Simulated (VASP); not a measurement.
# ZrSe2 (P-3m1) in VASP: notebook, part 2 of 2

VASP 6.6.1. The steps go on from the part before.

## Step 3: Single point, LDA

INCAR

```
SYSTEM = ZrSe2
PREC     = Accurate       ! precision mode
ENCUT    = 500            ! plane-wave cutoff, eV
EDIFF    = 1E-6           ! SCF threshold, eV
ISMEAR   = -1             ! smearing method
SIGMA    = 0.08           ! smearing width, eV
LREAL    = .False.        ! projectors in reciprocal space
LASPH    = .True.         ! aspherical terms in the spheres
NELM     = 120            ! most SCF steps
ALGO     = Normal         ! electronic algorithm
ISIF     = 2              ! what is computed and relaxed
LWAVE    = .False.        ! write WAVECAR
LCHARG   = .False.        ! write CHGCAR
NBANDS   = 19             ! bands
GGA_COMPAT= .False.
```

KPOINTS

```
regular mesh
0
Gamma
  10 10 6
  0 0 0
```

POSCAR

```
ZrSe2
1.0
    3.6915136371      0.0000000000      0.0000000000
   -1.8457568185      3.1969445881      0.0000000000
    0.0000000000      0.0000000000      5.9492966617
Zr Se
1 2
Direct
    0.0000000000      0.0000000000      0.0000000000
    0.3333333333      0.6666666667      0.2664842362
    0.6666666667      0.3333333333      0.7335157638
```

Potentials or basis: VASP PAW LDA potentials, release 64 (Zr_sv, Se).

The run is started by

```sh
$ cat potpaw_LDA.64/Zr_sv/POTCAR potpaw_LDA.64/Se/POTCAR > POTCAR
$ mpirun -np 1 vasp_std > vasp.out
```

OUTCAR:

```text
SYSTEM = ZrSe2
   PREC = Accurate
   ENCUT = 500
   EDIFF = 1E-6
   ISMEAR = -1
   LREAL = .False.
   LASPH = .True.
   NELM = 120
   ISIF = 2

 ion  position               nearest neighbor table
   1  0.000  0.000  0.000-   2 2.66   3 2.66   2 2.66   3 2.66   3 2.66   2 2.66
   2  0.333  0.667  0.266-   1 2.66   1 2.66   1 2.66
   3  0.667  0.333  0.734-   1 2.66   1 2.66   1 2.66

  LATTYP: Found a hexagonal cell.
 ALAT       =     3.6915136371
 C/A-ratio  =     1.6116144342

  Lattice vectors:

 A1 = (   3.6915136371,   0.0000000000,   0.0000000000)
 A2 = (  -1.8457568185,   3.1969445881,   0.0000000000)
 A3 = (   0.0000000000,   0.0000000000,   5.9492966617)

Analysis of symmetry for initial positions (statically):
=====================================================================
 Subroutine PRICEL returns:
 Original cell was already a primitive cell.

 Routine SETGRP: Setting up the symmetry group for a
 hexagonal supercell.

 Subroutine GETGRP returns: Found 12 space group operations
 (whereof 12 operations were pure point group operations)
 out of a pool of 24 trial point group operations.

The static configuration has the point symmetry D_3d.

Analysis of symmetry for dynamics (positions and initial velocities):
=====================================================================
 Subroutine PRICEL returns:
 Original cell was already a primitive cell.

 Routine SETGRP: Setting up the symmetry group for a
 hexagonal supercell.

 Subroutine GETGRP returns: Found 12 space group operations
 (whereof 12 operations were pure point group operations)
 out of a pool of 24 trial point group operations.

The dynamic configuration has the point symmetry D_3d.

 Subroutine INISYM returns: Found 12 space group operations
 (whereof 12 operations are pure point group operations),
 and found     1 'primitive' translations

[... 108 lines left out ...]
   NUPDOWN=      -1.0000    fix difference up-down
   EMIN   =  10.00;   EMAX   =-10.00  energy-range for DOS
   EFERMI =   0.00;   METHOD = LEGACY
   ISMEAR =    -1;   SIGMA  =   0.08  broadening in eV -4-tet -1-fermi 0-gaus
   EFERMI_NEDOS =   21; number of points for ismear=-14 and -15
   IALGO  =     38    algorithm
   IMIX   =      4    mixing-type and parameters
     AMIX     =   0.40;   BMIX     =  1.00
     AMIX_MAG =   1.60;   BMIX_MAG =  1.00
  volume/ion in A,a.u.               =      23.40       157.94
  Fermi-wavevector in a.u.,A,eV,Ry     =   1.144661  2.163095 17.827014  1.310249
  Thomas-Fermi vector in A             =   2.281352
   LORBIT       =      0    0 simple, 1 ext, 2 COOP (PROOUT), +10 PAW based schemes
   GGA     = CA    functional components
   LHFCALC =     F    Hartree Fock is set to
   AEXX    =    0.0000 exact exchange contribution
   IVDW    =     0    specifies the selected vdW correction
   LEPSILON=     F    determine dielectric tensor
   LRPA    =     F    only Hartree local field effects (RPA)
 non-spin polarized calculation
  energy-cutoff  :      500.00
  volume of cell :       70.21
 maximum number of plane-waves:      1822
 NGX is ok and might be reduce to    28
   NGX = 13   NGY = 13   NGZ = 21

 number of electron      23.9999999 magnetization

 Free energy of the ion-electron system (eV)
  ---------------------------------------------------
  ext. energy  EPLUGINS =         0.00000000
  ---------------------------------------------------
  free energy    TOTEN  =       -21.66054247 eV

  energy without entropy =      -21.65240056  energy(sigma->0) =      -21.65647151

 E-fermi :   5.2950     XC(G=0): -10.2565

 val. band max:        5.2564393217   @ k =   0.5000   0.0000   0.5000
 cond. band min:       5.3044428654   @ k =   0.0000   0.0000   0.0000
 fundamental gap:      0.0480035437
 Fermi energy:         5.2950047474

 k-point     1 :       0.0000    0.0000    0.0000
  band No.  band energies     occupation
      1     -43.7869      2.00000
      2     -22.0314      2.00000
      3     -21.8917      2.00000
      4     -21.8917      2.00000
      5      -8.4055      2.00000
      6      -6.8609      2.00000
[... 505 lines left out ...]
      6      -6.8594      2.00000
[... 11 lines left out ...]
     18      10.9592      0.00000
     19      12.2206      0.00000

 [... further k-points ...]
[... 5 lines left out ...]
  --------------------------------------------------------------------------------------
  -------------------------------------------------------------------------------------
  Total        0.0986709      0.0986709      0.1140201      0.0000000      0.0000000     -0.0000000
  in kB        2.2516175      2.2516175      2.6018766      0.0000000      0.0000000     -0.0000000
  external PRESSURE =       2.3683705 kB  Pullay stress =       0.0000000 kB

 VOLUME and BASIS-vectors are now :
 -----------------------------------------------------------------------------
  energy-cutoff  :      500.00
  volume of cell :       70.21
      direct lattice vectors                 reciprocal lattice vectors
     3.691513637  0.000000000  0.000000000     0.270891590  0.156399333  0.000000000
    -1.845756818  3.196944588  0.000000000     0.000000000  0.312798665  0.000000000
     0.000000000  0.000000000  5.949296662     0.000000000  0.000000000  0.168087096

 POSITION                                       TOTAL-FORCE (eV/Angst)
 -----------------------------------------------------------------------------------
      0.00000      0.00000      0.00000        -0.000000      0.000000      0.000000
     -0.00000      2.13130      1.58539         0.000000      0.000000      0.040263
      1.84576      1.06565      4.36390         0.000000      0.000000     -0.040263
 -----------------------------------------------------------------------------------
    total drift:                                0.000000     -0.000000     -0.000000

  FREE ENERGIE OF THE ION-ELECTRON SYSTEM (eV)
  ---------------------------------------------------
  free  energy   TOTEN  =       -21.6605424692 eV

  energy  without entropy=      -21.6524005557  energy(sigma->0) =      -21.65647151
```

stdout:

```text
POSCAR found type information on POSCAR ZrSe
 POSCAR found :  2 types and       3 ions
 scaLAPACK will be used
 LDA part: xc-table for (Slater(with rela. corr.)+CA(PZ))
 , standard interpolation
 POSCAR, INCAR and KPOINTS ok, starting setup
 FFT: planning ... GRIDC
 FFT: planning ... GRID_SOFT
 FFT: planning ... GRID
 WAVECAR not read
 entering main loop
```

Run time: 37 s. Hardware: 1 thread of Intel Xeon Platinum 8559C (Emerald Rapids), shared host; peak memory 0.22 GiB.

What came out:

- Free energy: -21.6605 eV
- Pressure: 0.2 GPa
- Largest force: 0.040 eV/Å
- Band gap on the k mesh: zero (band 12 reaches 5.42 eV, above the bottom of band 13 at 5.26 eV)

Forces on the atoms (eV/Å):
```
Zr   0.000  0.000  0.000
Se   0.000  0.000  0.040
Se   0.000  0.000 -0.040
```

## Step 4: How close it comes

Step 2. Measured gap of ZrSe2: 1.2 eV (indirect; quoted in “Stress-Tuned Optical Transitions in Layered 1T-MX2 (M= Hf, Zr, Sn; X= S, Se) Crystals”, 2022, arxiv:2210.12074). This calculation gives 0.00 eV (-1.20 eV). So large a miss can be the level of theory's own, or it may mean another phase, state or a wrong row. Spin-orbit coupling on Se, Zr is left out. The value is that of LDA on a finite k mesh, which can miss the band edges, without temperature or zero-point motion. Semilocal functionals fall short of measured gaps as a rule.

Step 3. Against the measured gap of ZrSe2, 1.2 eV (indirect; quoted in “Stress-Tuned Optical Transitions in Layered 1T-MX2 (M= Hf, Zr, Sn; X= S, Se) Crystals”, 2022, arxiv:2210.12074), the calculated 0.00 eV is off by -1.20 eV. So large a miss can be the level of theory's own, or it may mean another phase, state or a wrong row. Spin-orbit coupling on Se, Zr is left out. The value is that of LDA on a finite k mesh, which can miss the band edges, without temperature or zero-point motion. Semilocal functionals fall short of measured gaps as a rule.
